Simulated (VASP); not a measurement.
A run of VASP 6.6.1 is set up as follows.

The input POSCAR:

```
SiC
1.0
    2.9852283820      0.0000000000      0.0000000000
   -1.4926141910      2.5852836149      0.0000000000
    0.0000000000      0.0000000000      9.7744211025
Si C
4 4
Direct
    0.0000000000      0.0000000000     -0.0001885079
    0.3333333333      0.6666666667      0.2499845726
    0.0000000000      0.0000000000      0.4998114921
    0.6666666667      0.3333333333      0.7499845726
    0.0000000000      0.0000000000      0.1872875697
    0.3333333333      0.6666666667      0.4379163656
    0.0000000000      0.0000000000      0.6872875697
    0.6666666667      0.3333333333      0.9379163656
```

INCAR.step1

```
SYSTEM = SiC
PREC     = Accurate       ! precision mode
ENCUT    = 520            ! plane-wave cutoff, eV
EDIFF    = 1E-5           ! SCF threshold, eV
ISMEAR   = 0              ! smearing method
SIGMA    = 0.01           ! smearing width, eV
LREAL    = .False.        ! projectors in reciprocal space
LASPH    = .True.         ! aspherical terms in the spheres
NELM     = 60             ! most SCF steps
ALGO     = Normal         ! electronic algorithm
ISIF     = 2              ! what is computed and relaxed
LWAVE    = .True.         ! write WAVECAR
LCHARG   = .False.        ! write CHGCAR
NBANDS   = 26             ! bands
GGA      = PE             ! functional
```

Contents of INCAR.step2:

```
SYSTEM = SiC
PREC     = Accurate       ! precision mode
ENCUT    = 520            ! plane-wave cutoff, eV
EDIFF    = 1E-7           ! SCF threshold, eV
ISMEAR   = 0              ! smearing method
SIGMA    = 0.01           ! smearing width, eV
LREAL    = .False.        ! projectors in reciprocal space
LASPH    = .True.         ! aspherical terms in the spheres
NELM     = 60             ! most SCF steps
ALGO     = Normal         ! electronic algorithm
ISIF     = 2              ! what is computed and relaxed
LWAVE    = .False.        ! write WAVECAR
LCHARG   = .False.        ! write CHGCAR
GGA      = PE             ! functional
LHFCALC  = .True.         ! exact exchange
HFSCREEN = 0.2079         ! screening, 1/A
PRECFOCK = Fast         
NBANDS   = 26             ! bands
ISTART   = 1
```

Contents of KPOINTS:

```
regular mesh
0
Gamma
  6 6 2
  0 0 0
```

Potentials or basis: VASP PAW PBE potentials, release 64 (Si, C).

Launch:

```console
$ cat potpaw_PBE.64/Si/POTCAR potpaw_PBE.64/C/POTCAR > POTCAR
$ cp INCAR.step1 INCAR
$ mpirun -np 1 vasp_std > vasp.out
$ cp INCAR.step2 INCAR
$ mpirun -np 1 vasp_std > vasp.out
```

Task: What does it give for the largest force?

Result: 0.012 eV/Å.

Task: Predict the band gap on the k mesh.

Result: 3.18 eV (least direct gap 4.44 eV).

Task: What does it give for the pressure?

Result: 23.2 GPa.

Forces in eV/Å, atoms in the order of the input:
```
Si   0.000  0.000 -0.012
Si   0.000  0.000 -0.009
Si   0.000  0.000 -0.012
Si   0.000  0.000 -0.009
C    0.000  0.000  0.011
C    0.000  0.000  0.009
C    0.000  0.000  0.011
C    0.000  0.000  0.009
```

Caveat: the cell differs from its parent crystal (strain -3.0%); the cell stands under pressure; the PAW data sets were made with another functional, which shifts forces and pressure a little. A k mesh can miss the band edges.
